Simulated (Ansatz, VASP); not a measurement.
MnIn: VASP beside Ansatz

```
Mn In
1.0
     0.00000    2.73051    2.73051
     2.73051    0.00000    2.73051
     2.73051    2.73051    0.00000
Mn In
1 1
Direct
  0.00000 0.00000 0.00000
  0.50000 0.50000 0.50000
```

Change from the starting cell: species swapped into the YbSe type (Fm-3m, No. 225).

Alike in both runs: functional PBE; k mesh 18 × 18 × 18; occupations gaussian, width 0.1 eV; collinear spin.

Ansatz relaxed the structure, and its values are those at the end. VASP's run is a single point on that final structure, the one shown.

|  | VASP | Ansatz |
| --- | --- | --- |
| version | VASP 6.6.1 | Ansatz 0.2.0 |
| potentials or method | VASP PAW PBE potentials, release 64 (Mn_pv, In_d), cutoff 520 eV | scalar-relativistic, plane waves, PAW |
| valence electrons in the cell | 26 | 28 |

VASP gave:

- gap on the k mesh at the Fermi level (eV): none
- pressure (GPa): 0.0
- net moment per atom (μB): 1.55
- size of the moment on the site where the two differ most (μB): 0.16

Problem. What did Ansatz give for the same quantities?

Solution. gap on the k mesh at the Fermi level (eV): none; pressure (GPa): 0.0; net moment per atom (μB): 1.54; size of the moment on the site where the two differ most (μB): 0.10.

Site moments also hang on the region over which each program counts them. A gap of «none» marks a metal or a gap that the smearing closes. The functional is the same, so the differences come from potentials, cutoffs and numerics. VASP's potentials hold 26 valence electrons a cell and Ansatz's 28, so a difference there can come from the potentials and not from the codes.
